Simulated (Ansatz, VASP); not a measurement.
## BiTe: VASP beside Ansatz

```
Bi Te
1.0
     2.42271    1.39875    3.31729
    -2.42271    1.39875    3.31729
     0.00000   -2.79750    3.31729
Bi Te
1 1
Direct
  0.50000 0.50000 0.50000
  0.00000 0.00000 0.00000
```

Alike in both runs: task relaxation of cell and atoms; functional LDA; k mesh 7 × 7 × 7; occupations fermi-dirac, width 0.05 eV; no spin polarisation.

|  | VASP | Ansatz |
| --- | --- | --- |
| version | VASP 6.6.1 | Ansatz 0.2.0 |
| potentials or method | VASP PAW LDA potentials, release 64 (Bi_d, Te) | Ansatz PAW |
| plane-wave cutoff (eV) | 600 | 420 |
| valence electrons in the cell | 21 | 31 |

VASP gave:

| Quantity | Value |
| --- | --- |
| gap on the k mesh at the Fermi level, each at its own relaxed structure (eV) | none |
| relaxed volume (Å³/atom) | 31.35 |
| relaxed cell length with the largest relative difference (Å) | 4.201 |

**Question.** Estimate Ansatz's values.

**Answer.** gap on the k mesh at the Fermi level, each at its own relaxed structure (eV): none; relaxed volume (Å³/atom): 31.30; relaxed cell length with the largest relative difference (Å): 4.204.

LDA's correlation is that of Perdew and Zunger in VASP and of Perdew and Wang (1992) in Ansatz. A gap of «none» marks a metal or a gap that the smearing closes. VASP's potentials hold 21 valence electrons a cell and Ansatz's 31, so a difference there can come from the potentials and not from the codes.

Spin-orbit coupling is off throughout. Noted on Ansatz's run: the plane-wave basis is chosen anew once the cell has moved, so the energies of steps on either side of that aren't comparable.
